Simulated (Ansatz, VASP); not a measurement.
# LiF: VASP beside Ansatz

The input INCAR:

```
PREC     = Accurate       # precision mode
ENCUT    = 520            # plane-wave cutoff, eV
EDIFF    = 1E-6           # SCF threshold, eV
ISMEAR   = 0              # smearing method
SIGMA    = 0.05           # smearing width, eV
LREAL    = False          # projectors in reciprocal space
LASPH    = True           # aspherical terms in the spheres
NELM     = 60             # most SCF steps
ALGO     = Normal         # electronic algorithm
ISIF     = 2              # what is computed and relaxed
LWAVE    = False          # write WAVECAR
LCHARG   = True           # write CHGCAR
GGA      = PE             # functional
LELF     = True           # ELF
LVHAR    = True         
NBANDS   = 18             # bands
```

The input KPOINTS:

```
regular mesh
0
Gamma
  9 9 6
```

Contents of POSCAR:

```
LiF
1.0
    3.2722598368      0.0000000000      0.0000000000
   -1.6361299184      2.8338601465      0.0000000000
    0.0000000000      0.0000000000      4.8311644231
Li F
2 2
Direct
    0.3333333333      0.6666666667      0.3810713234
    0.6666666667      0.3333333333      0.8810713234
    0.3333333333      0.6666666667      0.9939266766
    0.6666666667      0.3333333333      0.4939266766
```

Input for Ansatz:

```yaml
crystal:
  lattice:
    - [3.2722598368, 0.0, 0.0]
    - [-1.6361299184, 2.8338601465, 0.0]
    - [0.0, 0.0, 4.8311644231]
  atoms:
    - { symbol: Li, position: [0.3333333333, 0.6666666667, 0.3810713234] }
    - { symbol: Li, position: [0.6666666667, 0.3333333333, 0.8810713234] }
    - { symbol: F, position: [0.3333333333, 0.6666666667, 0.9939266766] }
    - { symbol: F, position: [0.6666666667, 0.3333333333, 0.4939266766] }
basis:
  ecutwfc: 520.0
kpoints:
  mp_grid: { grid: [9, 9, 6] }
hamiltonian:
  xc: pbe
scf:
  occupations: { method: gaussian, width: 0.05 }
output:
  forces: true
  stress: true
  eigenvalues: true
```

Alike in both runs: task single point; functional PBE; k mesh 9 × 9 × 6; occupations gaussian, width 0.05 eV; no spin polarisation.

|  | VASP | Ansatz |
| --- | --- | --- |
| version | VASP 6.6.1 | Ansatz 0.2.0 |
| potentials or method | VASP PAW PBE potentials, release 64 (Li_sv, F), cutoff 520 eV | scalar-relativistic, plane waves, PAW |
| valence electrons in the cell | 20 | 20 |

|  | VASP | Ansatz | Ansatz less VASP |
| --- | --- | --- | --- |
| gap on the k mesh at the Fermi level (eV) | 7.16 | 7.17 | +0.009 |
| least direct gap on the mesh (eV) | 7.16 | 7.17 | +0.009 |
| rms of the force components (eV/Å) | 0.086 | 0.081 | -0.0050 |

Atom by atom the forces differ by 0.005 eV/Å (rms over components).

Noted on VASP's run: the cutoff is short for stress, so the pressure is rough.
